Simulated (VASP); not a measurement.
# CrB2 (P6/mmm) in VASP: further runs

Runs on CrB2. Level: LDA. Tasks: single point, relaxation of cell and atoms.

Everything below comes from runs of VASP 6.6.1. Logs are shortened: lines on timing, memory, paths and dates and some standing lists are left out, and cuts for length are marked.

## Step 1: The cell of the first run

Symmetry: P6/mmm, No. 191, hexagonal system. Conventional cell: a = 2.946 Å, b = 2.946 Å, c = 2.863 Å, α = 90.00°, β = 90.00°, γ = 120.00°. Cr (site symmetry 6/mmm) has 12 B at 2.22 Å and 8 Cr at 2.86 to 2.95 Å within 3.0 Å. Within 2.3 Å of B (site symmetry -6m2) lie 3 B at 1.70 Å and 6 Cr at 2.22 Å.

## Step 2: Single point, LDA

Input file INCAR:

```
PREC = Accurate
ENCUT = 520
EDIFF = 1E-6
ISMEAR = -1
SIGMA = 0.15
LREAL = False
LASPH = True
NELM = 100
ALGO = Normal
ISIF = 2
LWAVE = False
LCHARG = True
GGA = CA
LELF = True
LVHAR = True
NBANDS = 16
```

Input file KPOINTS:

```
Automatic mesh
0
Gamma
  18 18 14
```

Input file POSCAR:

```
CrB2
1.0
    2.9461135843      0.0000000000      0.0000000000
   -1.4730567922      2.5514092064      0.0000000000
    0.0000000000      0.0000000000      2.8630350367
Cr B
1 2
Direct
    0.0000000000      0.0000000000      0.0000000000
    0.3333333333      0.6666666667      0.5000000000
    0.6666666667      0.3333333333      0.5000000000
```

Potentials or basis: VASP PAW LDA potentials, release 64 (Cr_pv, B).

Started as:

```console
$ cat potpaw_LDA.64/Cr_pv/POTCAR potpaw_LDA.64/B/POTCAR > POTCAR
$ mpirun -np 1 vasp_std > vasp.out
```

OUTCAR:

```text
PREC = Accurate
   ENCUT = 520
   EDIFF = 1E-6
   ISMEAR = -1
   LREAL = False
   LASPH = True
   NELM = 100
   ISIF = 2
   GGA = CA

 ion  position               nearest neighbor table
   1  0.000  0.000  0.000-   2 2.22   3 2.22   2 2.22   3 2.22   2 2.22   2 2.22   3 2.22   3 2.22
                             3 2.22   3 2.22   2 2.22   2 2.22
   2  0.333  0.667  0.500-   3 1.70   3 1.70   3 1.70   1 2.22   1 2.22   1 2.22   1 2.22   1 2.22
                             1 2.22
   3  0.667  0.333  0.500-   2 1.70   2 1.70   2 1.70   1 2.22   1 2.22   1 2.22   1 2.22   1 2.22
                             1 2.22

  LATTYP: Found a hexagonal cell.
 ALAT       =     2.9461135843
 C/A-ratio  =     0.9718006298

  Lattice vectors:

 A1 = (   2.9461135843,   0.0000000000,   0.0000000000)
 A2 = (  -1.4730567922,   2.5514092064,   0.0000000000)
 A3 = (   0.0000000000,   0.0000000000,   2.8630350367)

Analysis of symmetry for initial positions (statically):
=====================================================================
 Subroutine PRICEL returns:
 Original cell was already a primitive cell.

 Routine SETGRP: Setting up the symmetry group for a
 hexagonal supercell.

 Subroutine GETGRP returns: Found 24 space group operations
 (whereof 24 operations were pure point group operations)
 out of a pool of 24 trial point group operations.

The static configuration has the point symmetry D_6h.

Analysis of symmetry for dynamics (positions and initial velocities):
=====================================================================
 Subroutine PRICEL returns:
 Original cell was already a primitive cell.

 Routine SETGRP: Setting up the symmetry group for a
 hexagonal supercell.

 Subroutine GETGRP returns: Found 24 space group operations
 (whereof 24 operations were pure point group operations)
 out of a pool of 24 trial point group operations.

The dynamic configuration has the point symmetry D_6h.

 Subroutine INISYM returns: Found 24 space group operations
 (whereof 24 operations are pure point group operations),
 and found     1 'primitive' translations

----------------------------------------------------------------------------------------

                                     Primitive cell

  volume of cell :      21.5207

  direct lattice vectors                    reciprocal lattice vectors
     2.946113584  0.000000000  0.000000000     0.339430226  0.195970132  0.000000000
    -1.473056792  2.551409206  0.000000000     0.000000000  0.391940265  0.000000000
     0.000000000  0.000000000  2.863035037     0.000000000  0.000000000  0.349279693

  length of vectors
     2.946113584  2.946113584  2.863035037     0.391940265  0.391940265  0.349279693

  position of ions in fractional coordinates (direct lattice)
     0.000000000  0.000000000  0.000000000
     0.333333333  0.666666667  0.500000000
     0.666666667  0.333333333  0.500000000

  ion indices of the primitive-cell ions
   primitive index   ion index
                 1           1
                 2           2
                 3           3

----------------------------------------------------------------------------------------

 KPOINTS: Automatic mesh

Automatic generation of k-mesh.
 Grid dimensions read from file:
 generate k-points for:   18   18   14

 Generating k-lattice:

  Cartesian coordinates                     Fractional coordinates (reciprocal lattice)
     0.018857235  0.010887230  0.000000000     0.055555556  0.000000000  0.000000000
     0.000000000  0.021774459  0.000000000     0.000000000  0.055555556  0.000000000
     0.000000000  0.000000000  0.024948550     0.000000000  0.000000000  0.071428571

  Length of vectors
     0.021774459  0.021774459  0.024948550

  Shift w.r.t. Gamma in fractional coordinates (k-lattice)
     0.000000000  0.000000000  0.000000000

 Subroutine IBZKPT returns following result:
 ===========================================

 Found    296 irreducible k-points:

 Following reciprocal coordinates:
            Coordinates               Weight
  0.000000  0.000000  0.000000      1.000000
  0.055556  0.000000  0.000000      6.000000
  0.111111  0.000000  0.000000      6.000000
  0.166667  0.000000  0.000000      6.000000
  0.222222  0.000000  0.000000      6.000000
  0.277778  0.000000  0.000000      6.000000
[... 16 lines left out ...]
  0.333333  0.111111  0.000000     12.000000
  0.388889  0.111111  0.000000     12.000000
 [... further k-points ...]
   k-points           NKPTS =    296   k-points in BZ     NKDIM =    296   number of bands    NBANDS=     16
   number of dos      NEDOS =    301   number of ions     NIONS =      3
   total plane-waves  NPLWV =  13824
   dimension x,y,z NGX =    24 NGY =   24 NGZ =   24
   dimension x,y,z NGXF=    48 NGYF=   48 NGZF=   48
   ions per type =               1   2
   NGX,Y,Z   is equivalent  to a cutoff of  13.54, 13.54, 13.94 a.u.
   NGXF,Y,Z  is equivalent  to a cutoff of  27.09, 27.09, 27.87 a.u.
 SYSTEM =  unknown system
   PREC   = accura    normal or accurate (medium, high low for compatibility)
   ISTART =      0    job   : 0-new  1-cont  2-samecut
   ICHARG =      2    charge: 1-file 2-atom 10-const
   ISPIN  =      1    spin polarized calculation?
   LNONCOLLINEAR =      F non collinear calculations
   LSORBIT =      F    spin-orbit coupling
   LASPH  =      T    aspherical Exc in radial PAW
   ENCUT  =  520.0 eV  38.22 Ry    6.18 a.u.   5.48  5.48  5.32*2*pi/ulx,y,z
   NELM   =    100;   NELMIN=  2; NELMDL= -5     # of ELM steps
   EDIFF  = 0.1E-05   stopping-criterion for ELM
   LREAL  =      F    real-space projection
   EDIFFG = 0.1E-04   stopping-criterion for IOM
   NSW    =      0    number of steps for IOM
   IBRION =     -1    ionic relax: 0-MD 1-quasi-New 2-CG
   NFREE  =      0    steps in history (QN), initial steepest desc. (CG)
   ISIF   =      2    stress and relaxation
   ISYM   =      2    0-nonsym 1-usesym 2-fastsym
   POTIM  = 0.5000    time-step for ionic-motion
   TEBEG  =    0.0;   TEEND  =   0.0 temperature during run
   PSTRESS=    0.0 pullay stress
   NELECT =      18.0000    total number of electrons
   NUPDOWN=      -1.0000    fix difference up-down
   EMIN   =  10.00;   EMAX   =-10.00  energy-range for DOS
   EFERMI =   0.00;   METHOD = LEGACY
   ISMEAR =    -1;   SIGMA  =   0.15  broadening in eV -4-tet -1-fermi 0-gaus
   EFERMI_NEDOS =   21; number of points for ismear=-14 and -15
   IALGO  =     38    algorithm
   IMIX   =      4    mixing-type and parameters
     AMIX     =   0.40;   BMIX     =  1.00
     AMIX_MAG =   1.60;   BMIX_MAG =  1.00
  volume/ion in A,a.u.               =       7.17        48.41
  Fermi-wavevector in a.u.,A,eV,Ry     =   1.542459  2.914825 32.370698  2.379179
  Thomas-Fermi vector in A             =   2.648260
   LORBIT       =      0    0 simple, 1 ext, 2 COOP (PROOUT), +10 PAW based schemes
   GGA     = CA    functional components
   LHFCALC =     F    Hartree Fock is set to
   AEXX    =    0.0000 exact exchange contribution
   IVDW    =     0    specifies the selected vdW correction
   LEPSILON=     F    determine dielectric tensor
   LRPA    =     F    only Hartree local field effects (RPA)
 non-spin polarized calculation
  energy-cutoff  :      520.00
  volume of cell :       21.52
 maximum number of plane-waves:       605
 NGX is ok and might be reduce to    24
   NGX = 11   NGY = 11   NGZ = 11

 number of electron      17.9999994 magnetization

 Free energy of the ion-electron system (eV)
  ---------------------------------------------------
  ext. energy  EPLUGINS =         0.00000000
  ---------------------------------------------------
  free energy    TOTEN  =       -26.79314412 eV

  energy without entropy =      -26.62626259  energy(sigma->0) =      -26.70970336

 E-fermi :  11.7236     XC(G=0): -13.8494

 val. band max:       11.7235722151   @ k =   0.3333   0.3333   0.2857
 cond. band min:      11.7283274758   @ k =   0.3889   0.1111   0.0000
 fundamental gap:      0.0047552607
 Fermi energy:        11.7235787621

 k-point     1 :       0.0000    0.0000    0.0000
  band No.  band energies     occupation
      1     -31.6888      2.00000
      2     -31.4782      2.00000
      3     -31.4782      2.00000
      4      -3.6555      2.00000
      5       7.1070      2.00000
      6       7.1070      2.00000
[... 8 lines left out ...]
     15      16.8435      0.00000
     16      18.4728      0.00000

 k-point     2 :       0.0556    0.0000    0.0000
  band No.  band energies     occupation
      1     -31.6878      2.00000
      2     -31.4846      2.00000
      3     -31.4797      2.00000
      4      -3.5941      2.00000
      5       6.9657      2.00000
      6       7.1121      2.00000
[... 8 lines left out ...]
     15      16.9517      0.00000
     16      18.6341      0.00000

 k-point     3 :       0.1111    0.0000    0.0000
  band No.  band energies     occupation
      1     -31.6852      2.00000
      2     -31.5030      2.00000
      3     -31.4841      2.00000
      4      -3.4109      2.00000
      5       6.5583      2.00000
      6       7.1240      2.00000
[... 8 lines left out ...]
     15      17.9813      0.00000
     16      19.1371      0.00000

 k-point     4 :       0.1667    0.0000    0.0000
  band No.  band energies     occupation
      1     -31.6811      2.00000
      2     -31.5310      2.00000
      3     -31.4909      2.00000
      4      -3.1102      2.00000
      5       5.9375      2.00000
      6       7.1346      2.00000
[... 8 lines left out ...]
     15      19.2418      0.00000
     16      19.9643      0.00000
[... 324 lines left out ...]
 k-point    22 :       0.2778    0.1111    0.0000
  band No.  band energies     occupation
      1     -31.6644      2.00000
      2     -31.6347      2.00000
      3     -31.5283      2.00000
      4      -1.4076      2.00000
      5       3.4914      2.00000
      6       5.9682      2.00000
[... 8 lines left out ...]
     15      19.7933      0.00000
     16      20.8197      0.00000

 k-point    23 :       0.3333    0.1111    0.0000
  band No.  band energies     occupation
      1     -31.6606      2.00000
      2     -31.6584      2.00000
      3     -31.5368      2.00000
      4      -0.7202      2.00000
      5       2.6123      2.00000
      6       5.7706      2.00000
[... 8 lines left out ...]
     15      19.9540      0.00000
     16      20.6018      0.00000

 k-point    24 :       0.3889    0.1111    0.0000
  band No.  band energies     occupation
      1     -31.6738      2.00000
      2     -31.6581      2.00000
      3     -31.5423      2.00000
      4       0.0362      2.00000
      5       1.7323      2.00000
      6       5.6475      2.00000
[... 8 lines left out ...]
     15      20.0617      0.00000
     16      20.4206      0.00000

 [... further k-points ...]
[... 5 lines left out ...]
  --------------------------------------------------------------------------------------
  -------------------------------------------------------------------------------------
  Total        0.0747226      0.0747226      0.0427487     -0.0000000      0.0000000      0.0000000
  in kB        5.5629666      5.5629666      3.1825632     -0.0000000      0.0000000      0.0000000
  external PRESSURE =       4.7694988 kB  Pullay stress =       0.0000000 kB

 VOLUME and BASIS-vectors are now :
 -----------------------------------------------------------------------------
  energy-cutoff  :      520.00
  volume of cell :       21.52
      direct lattice vectors                 reciprocal lattice vectors
     2.946113584  0.000000000  0.000000000     0.339430226  0.195970132  0.000000000
    -1.473056792  2.551409206  0.000000000     0.000000000  0.391940265  0.000000000
     0.000000000  0.000000000  2.863035037     0.000000000  0.000000000  0.349279693

 POSITION                                       TOTAL-FORCE (eV/Angst)
 -----------------------------------------------------------------------------------
      0.00000      0.00000      0.00000         0.000000     -0.000000      0.000000
     -0.00000      1.70094      1.43152         0.000000      0.000000     -0.000000
      1.47306      0.85047      1.43152        -0.000000      0.000000      0.000000
 -----------------------------------------------------------------------------------
    total drift:                               -0.000000      0.000000      0.000000

  FREE ENERGIE OF THE ION-ELECTRON SYSTEM (eV)
  ---------------------------------------------------
  free  energy   TOTEN  =       -26.7931441235 eV

  energy  without entropy=      -26.6262625913  energy(sigma->0) =      -26.70970336
```

Wall time 30 s (1 thread of Intel Xeon 6975P-C (Granite Rapids), shared host); peak memory 0.2 GiB.

Results:

* Free energy: -26.7931 eV
* Pressure: 0.5 GPa
* Band gap on the k mesh: zero (bands 9 and 10 overlap by 1.97 eV)

Levels at points of the mesh, in eV from the Fermi level:
| k point | band 5 | band 6 | band 7 | band 8 | band 9 | band 10 | band 11 | band 12 | band 13 | band 14 |
| --- | --- | --- | --- | --- | --- | --- | --- | --- | --- | --- |
| (0.00, 0.00, 0.00) | -4.62 | -4.62 | -3.78 | -2.24 | -0.33 | -0.33 | 2.70 | 2.70 | 4.74 | 4.74 |
| (0.50, 0.00, 0.00) | -10.84 | -4.71 | -4.08 | -4.04 | -0.71 | 0.14 | 0.72 | 3.84 | 5.12 | 6.31 |
| (0.00, 0.00, 0.50) | -9.61 | -2.59 | -2.59 | -1.62 | -1.62 | -1.45 | -1.45 | 0.41 | 5.12 | 5.78 |
| (0.50, 0.00, 0.50) | -8.68 | -6.42 | -5.57 | -4.96 | 0.39 | 0.55 | 2.95 | 3.10 | 3.90 | 5.12 |

Caveat: the run has no spin polarisation, though such a crystal can be magnetic.

## Step 3: Relaxation of cell and atoms, LDA

This run uses another cell than the first one, of 7.15 Å³/atom.

Input file INCAR:

```
SYSTEM = CrB2
  PREC = Accurate
  ENCUT = 600
  EDIFF = 1E-7
  ISMEAR = -1
  SIGMA = 0.15
  LREAL = .False.
  LASPH = .True.
  NELM = 60
  ALGO = Normal
  ISIF = 3
  LWAVE = .False.
  LCHARG = .False.
  GGA = CA
  IBRION = 2
  NSW = 80
  EDIFFG = -0.001
```

Input file KPOINTS:

```
regular mesh
0
Gamma
  18 18 14
  0 0 0
```

Input file POSCAR:

```
CrB2
1.0
    2.9470367937      0.0000000000      0.0000000000
   -1.4735183969      2.5522087292      0.0000000000
    0.0000000000      0.0000000000      2.8517106140
Cr B
1 2
Direct
    0.0000000000      0.0000000000      0.0000000000
    0.3333333333      0.6666666667      0.5000000000
    0.6666666667      0.3333333333      0.5000000000
```

Potentials or basis: VASP PAW LDA potentials, release 64 (Cr_pv, B).

Started as:

```console
$ cat potpaw_LDA.64/Cr_pv/POTCAR potpaw_LDA.64/B/POTCAR > POTCAR
$ mpirun -np 1 vasp_std > vasp.out
```

It took 96 s on 1 thread of Intel Xeon 6975P-C (Granite Rapids), shared host; peak memory 0.22 GiB.

It converged, with:

| Item | Value |
| --- | --- |
| Free energy | -26.7949 eV |
| Relaxed volume | 7.18 Å³/atom |
| Relaxed cell | a = 2.948 Å, b = 2.948 Å, c = 2.863 Å, α = 90.00°, β = 90.00°, γ = 120.00° |
| Space group after relaxing (to 0.1 Å) | P6/mmm (No. 191) |
| Energy gained by relaxing | 0.2 meV/atom |
| Ionic steps | 7 |
| Pressure after relaxing | 0.0 GPa |
| Band gap on the k mesh | zero (bands 9 and 10 overlap by 1.97 eV) |

The path:
```tsv
step	energy change (eV)	largest force (eV/Å)	pressure (GPa)	volume (Å³)
1	0.0000	0.0000	1.39	21.45
2	-0.0001	0.0000	-1.48	21.64
3	-0.0005	0.0000	-0.11	21.55
4	-0.0005	0.0000	-0.07	21.55
5	-0.0006	0.0000	-0.02	21.55
6	-0.0006	0.0000	0.05	21.55
7	-0.0006	0.0000	0.02	21.55
```

Final structure:
```
Cr B
1.0
     2.94797    0.00000    0.00000
    -1.47398    2.55302    0.00000
     0.00000    0.00000    2.86346
Cr B
1 2
Direct
  0.00000 0.00000 0.00000
  0.33333 0.66667 0.50000
  0.66667 0.33333 0.50000
```

Levels at points of the mesh, in eV from the Fermi level:
```tsv
k point	band 6	band 7	band 8	band 9	band 10	band 11	band 12	band 13
(0.00, 0.00, 0.00)	-4.61	-3.77	-2.23	-0.33	-0.33	2.70	2.70	4.74
(0.50, 0.00, 0.00)	-4.71	-4.08	-4.03	-0.70	0.14	0.72	3.84	5.12
(0.00, 0.00, 0.50)	-2.59	-2.59	-1.61	-1.61	-1.45	-1.45	0.41	5.12
(0.50, 0.00, 0.50)	-6.41	-5.57	-4.96	0.38	0.55	2.94	3.09	3.89
```

Caveat: the run has no spin polarisation, though such a crystal can be magnetic.
